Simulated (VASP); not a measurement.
Write the native input for VASP 6.6.1 that does the following.

```
Task                   : single point
Functional             : PBE
Potentials or basis    : VASP PAW PBE potentials, release 64 (Ti_sv, N)
Cutoff                 : 520 eV
k mesh                 : 18 × 18 × 18
Occupations            : gaussian, width 0.1 eV
Spin                   : no spin polarisation
Dipole correction      : no
Further INCAR settings : ALGO = Normal; EDIFF = 1e-06; NBANDS = 16
```

The structure of TiN lies in POSCAR:

```
TiN
1.0
    0.0000000000      2.1650105462      2.1650105462
    2.1650105462      0.0000000000      2.1650105462
    2.1650105462      2.1650105462      0.0000000000
Ti N
1 1
Direct
    0.0000000000      0.0000000000      0.0000000000
    0.5000000000      0.5000000000      0.5000000000
```

This cell differs from its parent crystal: volume scaled by 1.06.

One way to write it, as run:

INCAR

```
PREC = Accurate
ENCUT = 520
EDIFF = 1E-6
ISMEAR = 0
SIGMA = 0.1
LREAL = F
LASPH = T
NELM = 80
ALGO = Normal
ISIF = 2
LWAVE = F
LCHARG = F
GGA = PE
NBANDS = 16
```

KPOINTS

```
regular mesh
0
Gamma
  18 18 18
```

Potentials or basis: VASP PAW PBE potentials, release 64 (Ti_sv, N).

Launch:

```sh
$ cat potpaw_PBE.64/Ti_sv/POTCAR potpaw_PBE.64/N/POTCAR > POTCAR
$ mpirun -np 1 vasp_std > vasp.out
```

Results of the run:

```yaml
Pressure: -13.9 GPa
```

It used 110 s of CPU time on 1 thread of AMD EPYC 7R13 Processor (Zen 3), with other jobs on the host.
